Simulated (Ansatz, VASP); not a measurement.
## Two plane-wave programs on BAs

```
B As
1.0
     0.00000    2.38850    2.38850
     2.38850    0.00000    2.38850
     2.38850    2.38850    0.00000
B As
1 1
Direct
  0.00000 0.00000 0.00000
  0.25000 0.25000 0.25000
```

Alike in both runs: task electric field gradients; functional PBE; k mesh 16 × 16 × 16; occupations fermi-dirac, width 0.02 eV; no spin polarisation.

|  | VASP | Ansatz |
| --- | --- | --- |
| version | VASP 6.6.1 | Ansatz 0.2.0 |
| potentials or method | VASP PAW PBE potentials, release 64 (B, As) | plane-wave PAW, scalar-relativistic |
| plane-wave cutoff (eV) | 520 | 420 |
| valence electrons in the cell | 8 | 18 |

Ansatz gave:

| Property | Result |
| --- | --- |
| gap on the k mesh at the Fermi level (eV) | 1.20 |
| pressure (GPa) | 2.8 |

Task: Estimate VASP's values.

Result: gap on the k mesh at the Fermi level (eV): 1.19; pressure (GPa): 3.4.

VASP's potentials hold 8 valence electrons a cell and Ansatz's 18, so a difference there can come from the potentials and not from the codes.
